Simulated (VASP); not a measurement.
Wanted: the native input for a VASP 6.6.1 run.

```yaml
Task: single point
Functional: PBEsol
Potentials_or_basis: VASP PAW PBE potentials, release 64 (C, O)
Cutoff: 520 eV
k_mesh: 8 × 8 × 8
Occupations: gaussian, width 0.02 eV
Spin: no spin polarisation
Dipole_correction: no
Further_INCAR_settings: ALGO = Normal; EDIFF = 1e-06; NBANDS = 25
```

The structure of CO2 lies in POSCAR:

```
CO2
1.0
   -1.9589460133      1.9589460133      2.9686463527
    1.9589460133     -1.9589460133      2.9686463527
    1.9589460133      1.9589460133     -2.9686463527
C O
2 4
Direct
    0.7500000000      0.2500000000      0.5000000000
    0.0000000000      0.0000000000      0.0000000000
    0.7077697750      0.1250000000      0.0827697750
    0.0422302250      0.6250000000      0.9172302250
    0.3750000000      0.2922302250      0.4172302250
    0.8750000000      0.9577697750      0.5827697750
```

These files were run (other wordings do the same):

INCAR

```
SYSTEM = CO2
PREC = Accurate
ENCUT = 520
EDIFF = 1E-6
ISMEAR = 0
SIGMA = 0.02
LREAL = .False.
LASPH = .True.
NELM = 60
ALGO = Normal
ISIF = 2
LWAVE = .False.
LCHARG = .False.
GGA = PS
NBANDS = 25
```

KPOINTS

```
Automatic mesh
0
Gamma
  8 8 8
  0 0 0
```

Potentials or basis: VASP PAW PBE potentials, release 64 (C, O).

The run is started by

```sh
$ cat potpaw_PBE.64/C/POTCAR potpaw_PBE.64/O/POTCAR > POTCAR
$ mpirun -np 1 vasp_std > vasp.out
```

Results of the run:

```json
{
  "Pressure": "1.8 GPa",
  "Largest force": "0.102 eV/Å",
  "Band gap on the k mesh": "7.58 eV (least direct gap 8.03 eV)"
}
```

Caveat: the PAW data sets were made with another functional, which shifts forces and pressure a little.

It took 30 s on 1 thread of Intel(R) Xeon(R) 6975P-C (Granite Rapids) (shared host), peak memory 0.19 GiB.
